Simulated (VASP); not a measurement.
A run of VASP 6.6.1 is set up as follows.

Contents of INCAR:

```
PREC = Accurate ; ENCUT = 600
EDIFF = 1E-7 ; ISMEAR = -1
SIGMA = 0.02 ; LREAL = F
LASPH = T ; NELM = 60
ALGO = Normal ; ISIF = 3
LWAVE = F ; LCHARG = F
GGA = CA ; IBRION = 2
NSW = 80 ; EDIFFG = -0.005
```

File KPOINTS:

```
Automatic mesh
0
Gamma
  6 6 4
```

Contents of POSCAR:

```
Sn
1.0
    4.7090546313      0.0000000000      0.0000000000
   -2.3545273156      4.0781609385      0.0000000000
    0.0000000000      0.0000000000      7.6743328694
Sn
4
Direct
    0.3333333333      0.6666666667     -0.0008172477
    0.6666666667      0.3333333333      0.4991827523
    0.3333333333      0.6666666667      0.3758172477
    0.6666666667      0.3333333333      0.8758172477
```

Potentials or basis: VASP PAW LDA potentials, release 64 (Sn_d).

Launch:

```console
$ cat potpaw_LDA.64/Sn_d/POTCAR > POTCAR
$ mpirun -np 1 vasp_std > vasp.out
```

(1) What does it give for the relaxed cell?

(2) What does it give for the space group after relaxing (to 0.1 Å)?

Answers

(1) a = 4.584 Å, b = 4.584 Å, c = 7.468 Å, α = 90.00°, β = 90.00°, γ = 120.00°.

(2) P6_3/mmc (No. 194).
